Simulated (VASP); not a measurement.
# LiF (P6_3mc) in VASP: notebook, part 2 of 2

VASP 6.6.1. Earlier steps stand in the parts before.

## 5. Single point, PBE (volume 11.200 Å^3 an atom, c/a of the conventional cell 1.7691)

File INCAR:

```
SYSTEM = LiF
  ALGO = Normal
  EDIFF = 1E-6
  ENCUT = 520
  GGA = PE
  ISIF = 2
  ISMEAR = 0
  LASPH = .TRUE.
  LCHARG = .FALSE.
  LREAL = .FALSE.
  LWAVE = .FALSE.
  NBANDS = 18
  NELM = 60
  PREC = Accurate
  SIGMA = 0.05
```

File KPOINTS:

```
k-points
0
G
  9 9 6
  0 0 0
```

File POSCAR:

```
LiF
1.0
    3.0808106004      0.0000000000      0.0000000000
   -1.5404053002      2.6680602442      0.0000000000
    0.0000000000      0.0000000000      5.4502620332
Li F
2 2
Direct
    0.3333333333      0.6666666667      0.3810713234
    0.6666666667      0.3333333333      0.8810713234
    0.3333333333      0.6666666667      0.9939266766
    0.6666666667      0.3333333333      0.4939266766
```

Potentials or basis: VASP PAW PBE potentials, release 64 (Li_sv, F).

Started as:

```console
$ cat potpaw_PBE.64/Li_sv/POTCAR potpaw_PBE.64/F/POTCAR > POTCAR
$ mpirun -np 1 vasp_std > vasp.out
```

OUTCAR:

```text
SYSTEM = LiF
   EDIFF = 1E-6
   ENCUT = 520
   GGA = PE
   ISIF = 2
   ISMEAR = 0
   LASPH = .TRUE.
   LREAL = .FALSE.
   NELM = 60
   PREC = Accurate

 ion  position               nearest neighbor table
   1  0.333  0.667  0.381-   4 1.88   4 1.88   4 1.88   3 2.11
   2  0.667  0.333  0.881-   3 1.88   3 1.88   3 1.88   4 2.11
   3  0.333  0.667  0.994-   2 1.88   2 1.88   2 1.88   1 2.11
   4  0.667  0.333  0.494-   1 1.88   1 1.88   1 1.88   2 2.11

  LATTYP: Found a hexagonal cell.
 ALAT       =     3.0808106004
 C/A-ratio  =     1.7691000000

  Lattice vectors:

 A1 = (   3.0808106004,   0.0000000000,   0.0000000000)
 A2 = (  -1.5404053002,   2.6680602442,   0.0000000000)
 A3 = (   0.0000000000,   0.0000000000,   5.4502620332)

Analysis of symmetry for initial positions (statically):
=====================================================================
 Subroutine PRICEL returns:
 Original cell was already a primitive cell.

 Routine SETGRP: Setting up the symmetry group for a
 hexagonal supercell.
[... 168 lines left out ...]
  ext. energy  EPLUGINS =         0.00000000
  ---------------------------------------------------
  free energy    TOTEN  =       -19.18845877 eV

  energy without entropy =      -19.18845877  energy(sigma->0) =      -19.18845877

 E-fermi :  -2.6957     XC(G=0):  -8.3018

 val. band max:       -3.0567808073   @ k =   0.0000   0.0000   0.0000
 cond. band min:       4.1731056786   @ k =   0.0000   0.0000   0.0000
 fundamental gap:      7.2298864859
 Fermi energy:        -2.6956524101

 k-point     1 :       0.0000    0.0000    0.0000
  band No.  band energies     occupation
      1     -43.7532      2.00000
      2     -43.7385      2.00000
      3     -22.2327      2.00000
      4     -22.1077      2.00000
      5      -4.7787      2.00000
      6      -3.2102      2.00000
[... 481 lines left out ...]
      5      -4.6256      2.00000
      6      -4.0998      2.00000
[... 10 lines left out ...]
     17      14.4691      0.00000
     18      16.8756      0.00000

 [... further k-points ...]
[... 5 lines left out ...]
  --------------------------------------------------------------------------------------
  -------------------------------------------------------------------------------------
  Total       -0.0972304     -0.0972304     -2.0429957      0.0000000      0.0000000      0.0000000
  in kB       -3.4772412     -3.4772412    -73.0634227      0.0000000      0.0000000      0.0000000
  external PRESSURE =     -26.6726350 kB  Pullay stress =       0.0000000 kB

 VOLUME and BASIS-vectors are now :
 -----------------------------------------------------------------------------
  energy-cutoff  :      520.00
  volume of cell :       44.80
      direct lattice vectors                 reciprocal lattice vectors
     3.080810600  0.000000000  0.000000000     0.324589898  0.187402065  0.000000000
    -1.540405300  2.668060244  0.000000000     0.000000000  0.374804131  0.000000000
     0.000000000  0.000000000  5.450262033     0.000000000  0.000000000  0.183477417

 POSITION                                       TOTAL-FORCE (eV/Angst)
 -----------------------------------------------------------------------------------
     -0.00000      1.77871      2.07694        -0.000000      0.000000     -0.128868
      1.54041      0.88935      4.80207         0.000000     -0.000000     -0.128868
     -0.00000      1.77871      5.41716         0.000000     -0.000000      0.128868
      1.54041      0.88935      2.69203        -0.000000     -0.000000      0.128868
 -----------------------------------------------------------------------------------
    total drift:                                0.000000     -0.000000      0.000437

  FREE ENERGIE OF THE ION-ELECTRON SYSTEM (eV)
  ---------------------------------------------------
  free  energy   TOTEN  =       -19.1884587731 eV

  energy  without entropy=      -19.1884587731  energy(sigma->0) =      -19.18845877
```

Wall time 66 s (1 thread of AMD EPYC 7R13, shared host); peak memory 0.14 GiB.

What came out:

| Quantity | Value |
| --- | --- |
| Free energy | -19.1885 eV |
| Largest force | 0.129 eV/Å |
| Band gap on the k mesh | 7.23 eV, direct |

Forces on the atoms (eV/Å):
```
Li   0.000  0.000 -0.129
Li   0.000  0.000 -0.129
F    0.000  0.000  0.129
F    0.000  0.000  0.129
```

Caveat: the cutoff is under 1.25 times the usual one of these potentials, so pressure, stress and relaxed cells hold a basis-set (Pulay) error. A k mesh can miss the band edges.

## 6. Single point, PBE (volume 11.200 Å^3 an atom, c/a of the conventional cell 1.4764)

File INCAR:

```
PREC     = Accurate       # precision mode
ENCUT    = 520            # plane-wave cutoff, eV
EDIFF    = 1E-6           # SCF threshold, eV
ISMEAR   = 0              # smearing method
SIGMA    = 0.05           # smearing width, eV
LREAL    = False          # projectors in reciprocal space
LASPH    = True           # aspherical terms in the spheres
NELM     = 60             # most SCF steps
ALGO     = Normal         # electronic algorithm
ISIF     = 2              # what is computed and relaxed
LWAVE    = False          # write WAVECAR
LCHARG   = True           # write CHGCAR
GGA      = PE             # functional
LELF     = True           # ELF
LVHAR    = True         
NBANDS   = 18             # bands
```

File KPOINTS:

```
regular mesh
0
Gamma
  9 9 6
```

File POSCAR:

```
LiF
1.0
    3.2722598368      0.0000000000      0.0000000000
   -1.6361299184      2.8338601465      0.0000000000
    0.0000000000      0.0000000000      4.8311644231
Li F
2 2
Direct
    0.3333333333      0.6666666667      0.3810713234
    0.6666666667      0.3333333333      0.8810713234
    0.3333333333      0.6666666667      0.9939266766
    0.6666666667      0.3333333333      0.4939266766
```

Potentials or basis: VASP PAW PBE potentials, release 64 (Li_sv, F).

Started as:

```console
$ cat potpaw_PBE.64/Li_sv/POTCAR potpaw_PBE.64/F/POTCAR > POTCAR
$ mpirun -np 1 vasp_std > vasp.out
```

It took 57 s on 1 thread of AMD EPYC 7R13, shared host; peak memory 0.14 GiB.

The run converged. Its results:

| Item | Value |
| --- | --- |
| Free energy | -19.2418 eV |
| Largest force | 0.150 eV/Å |
| Band gap on the k mesh | 7.16 eV, direct |

Forces on the atoms (eV/Å):
```
Li   0.000  0.000  0.150
Li   0.000  0.000  0.150
F    0.000  0.000 -0.150
F    0.000  0.000 -0.150
```

Levels at points of the mesh, in eV from the valence-band top:
| k point | band 6 | band 7 | band 8 | band 9 | band 10 | band 11 | band 12 | band 13 | band 14 | band 15 |
| --- | --- | --- | --- | --- | --- | --- | --- | --- | --- | --- |
| (0.00, 0.00, 0.00) | -0.51 | -0.51 | -0.17 | -0.17 | 0.00 | 7.16 | 11.60 | 14.42 | 17.16 | 17.16 |
| (0.00, 0.00, 0.50) | -0.98 | -0.34 | -0.34 | -0.34 | -0.34 | 8.85 | 8.85 | 17.09 | 17.09 | 17.38 |

Caveat: the cutoff is under 1.25 times the usual one of these potentials, so pressure, stress and relaxed cells hold a basis-set (Pulay) error. A k mesh can miss the band edges.

## 7. The runs side by side

```tsv
cell	gap on the mesh (eV)	largest force (eV/Å)
a = 3.143, b = 3.143, c = 5.236 Å, angles 90.0, 90.0, 120.0°, 4 atoms	7.26	0.10
a = 3.339, b = 3.339, c = 4.641 Å, angles 90.0, 90.0, 120.0°, 4 atoms	7.12	0.41
a = 3.207, b = 3.207, c = 5.029 Å, angles 90.0, 90.0, 120.0°, 4 atoms	7.21	0.01
a = 3.081, b = 3.081, c = 5.450 Å, angles 90.0, 90.0, 120.0°, 4 atoms	7.23	0.13
a = 3.272, b = 3.272, c = 4.831 Å, angles 90.0, 90.0, 120.0°, 4 atoms	7.16	0.15
```

Alike in all rows: task single point; level PBE; potentials or basis VASP PAW PBE potentials, release 64 (Li_sv, F); no spin polarisation; k mesh 9 × 9 × 6; cutoff (eV) 520; smearing gaussian 0.05 eV.

Caveats: the cutoff is under 1.25 times the usual one of these potentials, so pressure, stress and relaxed cells hold a basis-set (Pulay) error.

Absolute energies hang on the potentials; compare differences alone.
